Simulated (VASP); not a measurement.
# CdSe (P6_3mc) in VASP: notebook, part 2 of 2

VASP 6.6.1.

### 3 Single point, r2SCAN (volume changed by +6%)

The input, POSCAR:

```
CdSe
1.0
    4.4243902452      0.0000000000      0.0000000000
   -2.2121951226      3.8316343486      0.0000000000
    0.0000000000      0.0000000000     14.4363909107
Cd Se
4 4
Direct
    0.0000000000      0.0000000000     -0.0002015640
    0.3333333333      0.6666666667      0.2499621337
    0.0000000000      0.0000000000      0.4997984360
    0.6666666667      0.3333333333      0.7499621337
    0.0000000000      0.0000000000      0.1874999893
    0.3333333333      0.6666666667      0.4377394409
    0.0000000000      0.0000000000      0.6874999893
    0.6666666667      0.3333333333      0.9377394409
```

The input, INCAR.step1:

```
  PREC = Accurate
  ENCUT = 520
  ISMEAR = 0
  SIGMA = 0.01
  LREAL = False
  LASPH = True
  NELM = 100
  NBANDS = 46
  GGA = PE
  ALGO = Normal
  EDIFF = 1E-4
  LWAVE = True
  LCHARG = False
```

The input, INCAR.step2:

```
  PREC = Accurate
  ENCUT = 520
  EDIFF = 1E-6
  ISMEAR = 0
  SIGMA = 0.01
  LREAL = False
  LASPH = True
  NELM = 100
  ALGO = Normal
  ISIF = 2
  LWAVE = False
  LCHARG = False
  METAGGA = R2SCAN
  LMIXTAU = True
  NBANDS = 46
  ISTART = 1
```

The input, KPOINTS:

```
Automatic mesh
0
Gamma
  6 6 2
```

Potentials or basis: VASP PAW PBE potentials, release 64 (Cd, Se).

Launch:

```bash
> cat potpaw_PBE.64/Cd/POTCAR potpaw_PBE.64/Se/POTCAR > POTCAR
> cp INCAR.step1 INCAR
> mpirun -np 1 vasp_std > vasp.out
> cp INCAR.step2 INCAR
> mpirun -np 1 vasp_std > vasp.out
```

OUTCAR:

```text
PREC = Accurate
   ENCUT = 520
   EDIFF = 1E-6
   ISMEAR = 0
   LREAL = False
   LASPH = True
   NELM = 100
   ISIF = 2
   METAGGA = R2SCAN
   ISTART = 1

 ion  position               nearest neighbor table
   1  0.000  0.000  1.000-   8 2.71   8 2.71   8 2.71   5 2.71
   2  0.333  0.667  0.250-   5 2.71   5 2.71   5 2.71   6 2.71
   3  0.000  0.000  0.500-   6 2.71   6 2.71   6 2.71   7 2.71
   4  0.667  0.333  0.750-   7 2.71   7 2.71   7 2.71   8 2.71
   5  0.000  0.000  0.187-   2 2.71   2 2.71   2 2.71   1 2.71
   6  0.333  0.667  0.438-   3 2.71   3 2.71   3 2.71   2 2.71
   7  0.000  0.000  0.687-   4 2.71   4 2.71   4 2.71   3 2.71
   8  0.667  0.333  0.938-   1 2.71   1 2.71   1 2.71   4 2.71

  LATTYP: Found a hexagonal cell.
 ALAT       =     4.4243902452
 C/A-ratio  =     3.2629108444

  Lattice vectors:

 A1 = (   4.4243902452,   0.0000000000,   0.0000000000)
 A2 = (  -2.2121951226,   3.8316343486,   0.0000000000)
 A3 = (   0.0000000000,   0.0000000000,  14.4363909107)

Analysis of symmetry for initial positions (statically):
=====================================================================
 Subroutine PRICEL returns:
 Original cell was already a primitive cell.

 Routine SETGRP: Setting up the symmetry group for a
 hexagonal supercell.

 Subroutine GETGRP returns: Found 12 space group operations
 (whereof  6 operations were pure point group operations)
 out of a pool of 24 trial point group operations.

The static configuration has the point symmetry C_3v.
 The point group associated with its full space group is C_6v.

Analysis of symmetry for dynamics (positions and initial velocities):
=====================================================================
 Subroutine PRICEL returns:
 Original cell was already a primitive cell.

 Routine SETGRP: Setting up the symmetry group for a
 hexagonal supercell.

 Subroutine GETGRP returns: Found 12 space group operations
 (whereof  6 operations were pure point group operations)
 out of a pool of 24 trial point group operations.

The dynamic configuration has the point symmetry C_3v.
 The point group associated with its full space group is C_6v.

 Subroutine INISYM returns: Found 12 space group operations
 (whereof  6 operations are pure point group operations),
 and found     1 'primitive' translations

----------------------------------------------------------------------------------------

                                     Primitive cell

  volume of cell :     244.7350

  direct lattice vectors                    reciprocal lattice vectors
     4.424390245  0.000000000  0.000000000     0.226019846  0.130492619  0.000000000
    -2.212195123  3.831634349  0.000000000     0.000000000  0.260985237  0.000000000
     0.000000000  0.000000000 14.436390911     0.000000000  0.000000000  0.069269391

  length of vectors
     4.424390245  4.424390245 14.436390911     0.260985237  0.260985237  0.069269391

  position of ions in fractional coordinates (direct lattice)
     0.000000000  0.000000000  0.999798436
     0.333333333  0.666666667  0.249962134
[... 52 lines left out ...]
  0.333333  0.333333  0.000000      2.000000
  0.000000  0.000000  0.500000      1.000000
  0.166667  0.000000  0.500000      6.000000
  0.333333 -0.000000  0.500000      6.000000
  0.500000 -0.000000  0.500000      3.000000
  0.166667  0.166667  0.500000      6.000000
  0.333333  0.166667  0.500000     12.000000
  0.333333  0.333333  0.500000      2.000000
   k-points           NKPTS =     14   k-points in BZ     NKDIM =     14   number of bands    NBANDS=     46
   number of dos      NEDOS =    301   number of ions     NIONS =      8
   total plane-waves  NPLWV = 139968
   dimension x,y,z NGX =    36 NGY =   36 NGZ =  108
   dimension x,y,z NGXF=    72 NGYF=   72 NGZF=  216
   ions per type =               4   4
   NGX,Y,Z   is equivalent  to a cutoff of  13.53, 13.53, 12.44 a.u.
   NGXF,Y,Z  is equivalent  to a cutoff of  27.05, 27.05, 24.87 a.u.
 SYSTEM =  unknown system
   PREC   = accura    normal or accurate (medium, high low for compatibility)
   ISTART =      1    job   : 0-new  1-cont  2-samecut
   ICHARG =      0    charge: 1-file 2-atom 10-const
   ISPIN  =      1    spin polarized calculation?
   LNONCOLLINEAR =      F non collinear calculations
   LSORBIT =      F    spin-orbit coupling
   LASPH  =      T    aspherical Exc in radial PAW
   ENCUT  =  520.0 eV  38.22 Ry    6.18 a.u.   8.23  8.23 26.84*2*pi/ulx,y,z
   NELM   =    100;   NELMIN=  2; NELMDL=  0     # of ELM steps
   EDIFF  = 0.1E-05   stopping-criterion for ELM
   LREAL  =      F    real-space projection
   EDIFFG = 0.1E-04   stopping-criterion for IOM
   NSW    =      0    number of steps for IOM
   IBRION =     -1    ionic relax: 0-MD 1-quasi-New 2-CG
   NFREE  =      0    steps in history (QN), initial steepest desc. (CG)
   ISIF   =      2    stress and relaxation
   ISYM   =      2    0-nonsym 1-usesym 2-fastsym
   POTIM  = 0.5000    time-step for ionic-motion
   TEBEG  =    0.0;   TEEND  =   0.0 temperature during run
   PSTRESS=    0.0 pullay stress
   NELECT =      72.0000    total number of electrons
   NUPDOWN=      -1.0000    fix difference up-down
   EMIN   =  10.00;   EMAX   =-10.00  energy-range for DOS
   EFERMI =   0.00;   METHOD = LEGACY
   ISMEAR =     0;   SIGMA  =   0.01  broadening in eV -4-tet -1-fermi 0-gaus
   EFERMI_NEDOS =   21; number of points for ismear=-14 and -15
   IALGO  =     38    algorithm
   IMIX   =      4    mixing-type and parameters
     AMIX     =   0.40;   BMIX     =  1.00
     AMIX_MAG =   1.60;   BMIX_MAG =  1.00
  volume/ion in A,a.u.               =      30.59       206.44
  Fermi-wavevector in a.u.,A,eV,Ry     =   1.088814  2.057560 16.129918  1.185516
  Thomas-Fermi vector in A             =   2.225004
   LORBIT       =      0    0 simple, 1 ext, 2 COOP (PROOUT), +10 PAW based schemes
   METAGGA = R2SCAN    functional components
   LHFCALC =     F    Hartree Fock is set to
   AEXX    =    0.0000 exact exchange contribution
   IVDW    =     0    specifies the selected vdW correction
   LEPSILON=     F    determine dielectric tensor
   LRPA    =     F    only Hartree local field effects (RPA)
 non-spin polarized calculation
 Gauss-broadening in eV      SIGMA  =   0.01
  energy-cutoff  :      520.00
  volume of cell :      244.74
 maximum number of plane-waves:      6606
 NGX is ok and might be reduce to    36
   NGX = 17   NGY = 17   NGZ = 53

 number of electron      72.0000003 magnetization

 Free energy of the ion-electron system (eV)
  ---------------------------------------------------
  ext. energy  EPLUGINS =         0.00000000
  ---------------------------------------------------
  free energy    TOTEN  =      -143.55712381 eV

  energy without entropy =     -143.55712381  energy(sigma->0) =     -143.55712381

 E-fermi :   0.1103     XC(G=0):  -9.0276

 val. band max:        0.0137867303   @ k =   0.0000   0.0000   0.0000
 cond. band min:       0.9370301632   @ k =   0.0000   0.0000   0.0000
 fundamental gap:      0.9232434329
 Fermi energy:         0.1102740994

 k-point     1 :       0.0000    0.0000    0.0000
  band No.  band energies     occupation
      1     -12.5564      2.00000
      2     -12.4011      2.00000
      3     -12.3992      2.00000
      4     -12.2442      2.00000
      5      -7.9118      2.00000
      6      -7.9093      2.00000
[... 675 lines left out ...]
     45       6.7566      0.00000
     46       6.7566      0.00000

------------------------ aborting loop because EDIFF is reached ----------------------------------------

  FORCE on cell =-STRESS in cart. coord.  units (eV):
  Direction    XX          YY          ZZ          XY          YZ          ZX
  --------------------------------------------------------------------------------------
  -------------------------------------------------------------------------------------
  Total       -3.7413063     -3.7413063     -3.7510769      0.0000000      0.0000000      0.0000000
  in kB      -24.4927604    -24.4927604    -24.5567244      0.0000000      0.0000000      0.0000000
  external PRESSURE =     -24.5140818 kB  Pullay stress =       0.0000000 kB

 VOLUME and BASIS-vectors are now :
 -----------------------------------------------------------------------------
  energy-cutoff  :      520.00
  volume of cell :      244.74
      direct lattice vectors                 reciprocal lattice vectors
     4.424390245  0.000000000  0.000000000     0.226019846  0.130492619  0.000000000
    -2.212195123  3.831634349  0.000000000     0.000000000  0.260985237  0.000000000
     0.000000000  0.000000000 14.436390911     0.000000000  0.000000000  0.069269391

 POSITION                                       TOTAL-FORCE (eV/Angst)
 -----------------------------------------------------------------------------------
      0.00000      0.00000     14.43348        -0.000000      0.000000     -0.002635
     -0.00000      2.55442      3.60855        -0.000000      0.000000     -0.000316
      0.00000      0.00000      7.21529         0.000000      0.000000     -0.002635
      2.21220      1.27721     10.82675         0.000000     -0.000000     -0.000316
      0.00000      0.00000      2.70682         0.000000      0.000000      0.002862
     -0.00000      2.55442      6.31938         0.000000      0.000000      0.000089
      0.00000      0.00000      9.92502         0.000000      0.000000      0.002862
      2.21220      1.27721     13.53757        -0.000000      0.000000      0.000089
 -----------------------------------------------------------------------------------
    total drift:                               -0.000000     -0.000000     -0.007279

  FREE ENERGIE OF THE ION-ELECTRON SYSTEM (eV)
  ---------------------------------------------------
  free  energy   TOTEN  =      -143.5571238068 eV

  energy  without entropy=     -143.5571238068  energy(sigma->0) =     -143.55712381
```

It took 5.5 min on 1 thread of Intel Xeon 6975P-C (Granite Rapids), shared host; peak memory 0.44 GiB.

Results:

```yaml
Free_energy: -143.5571 eV
Pressure: -2.5 GPa
Band_gap_on_the_k_mesh: 0.92 eV, direct
```

Forces on the atoms (eV/Å):
```
Cd   0.000  0.000 -0.003
Cd   0.000  0.000  0.000
Cd   0.000  0.000 -0.003
Cd   0.000  0.000  0.000
Se   0.000  0.000  0.003
Se   0.000  0.000  0.000
Se   0.000  0.000  0.003
Se   0.000  0.000  0.000
```

Caveat: the cell differs from its parent crystal (volume changed by +6%); the PAW data sets were made with another functional, which shifts forces and pressure a little.

### 4 Single point, PBE

This run uses another cell than the first one, of 28.86 Å³/atom, 0.915 times its volume.

The input, INCAR:

```
PREC     = Accurate       # precision mode
ENCUT    = 520            # plane-wave cutoff, eV
EDIFF    = 1E-7           # SCF threshold, eV
ISMEAR   = 0              # smearing method
SIGMA    = 0.01           # smearing width, eV
LREAL    = F              # projectors in reciprocal space
LASPH    = T              # aspherical terms in the spheres
NELM     = 100            # most SCF steps
ALGO     = Normal         # electronic algorithm
ISIF     = 2              # what is computed and relaxed
LWAVE    = F              # write WAVECAR
LCHARG   = F              # write CHGCAR
GGA      = PE             # functional
NBANDS   = 46             # bands
```

The input, KPOINTS:

```
Automatic mesh
0
Gamma
  12 12 2
```

Edit POSCAR of step 3 so:

```diff
@@ -2,5 +2,5 @@
 1.0
-    4.4243902452      0.0000000000      0.0000000000
-   -2.2121951226      3.8316343486      0.0000000000
-    0.0000000000      0.0000000000     14.4363909107
+    4.3392846264      0.0000000000      0.0000000000
+   -2.1696423132      3.7579307207      0.0000000000
+    0.0000000000      0.0000000000     14.1586988642
 Cd Se
```

Launch:

```bash
> cat potpaw_PBE.64/Cd/POTCAR potpaw_PBE.64/Se/POTCAR > POTCAR
> mpirun -np 1 vasp_std > vasp.out
```

It took 3 min on 1 thread of Intel Xeon 6975P-C (Granite Rapids), shared host; peak memory 0.52 GiB.

It converged, with:

* Free energy: -21.9519 eV
* Pressure: 1.7 GPa
* Largest force: 0.004 eV/Å
* Band gap on the k mesh: 0.58 eV, direct

Forces on the atoms (eV/Å):
```
Cd   0.000  0.000  0.004
Cd   0.000  0.000 -0.003
Cd   0.000  0.000  0.004
Cd   0.000  0.000 -0.003
Se   0.000  0.000 -0.003
Se   0.000  0.000  0.003
Se   0.000  0.000 -0.003
Se   0.000  0.000  0.003
```

Levels at points of the mesh, in eV from the valence-band top:
```csv
k point,band 34,band 35,band 36,band 37,band 38,band 39
"(0.00, 0.00, 0.00)",-0.02,0.00,0.00,0.58,2.21,2.27
"(0.50, 0.00, 0.00)",-1.27,-0.88,-0.72,2.53,2.85,3.41
"(0.00, 0.00, 0.50)",-0.12,-0.12,-0.12,1.61,1.61,2.32
"(0.50, 0.00, 0.50)",-1.20,-0.89,-0.89,2.95,2.95,3.44
```

### 5 Overview

| level | cell | k mesh | gap on the mesh (eV) | pressure (GPa) |
| --- | --- | --- | --- | --- |
| PBE | a = 4.469, b = 4.469, c = 14.586 Å, angles 90.0, 90.0, 120.0°, 8 atoms | 6 × 6 × 2 | 0.39 | -2.1 |
| r2SCAN | a = 4.424, b = 4.424, c = 14.436 Å, angles 90.0, 90.0, 120.0°, 8 atoms | 6 × 6 × 2 | 0.92 | -2.5 |
| PBE | a = 4.339, b = 4.339, c = 14.159 Å, angles 90.0, 90.0, 120.0°, 8 atoms | 12 × 12 × 2 | 0.58 | 1.7 |

Alike in all rows: task single point; potentials or basis VASP PAW PBE potentials, release 64 (Cd, Se); no spin polarisation; cutoff (eV) 520; smearing gaussian 0.01 eV.

Caveats: the PAW data sets were made with another functional, which shifts forces and pressure a little (some runs).

Absolute energies hang on the potentials; compare differences alone.
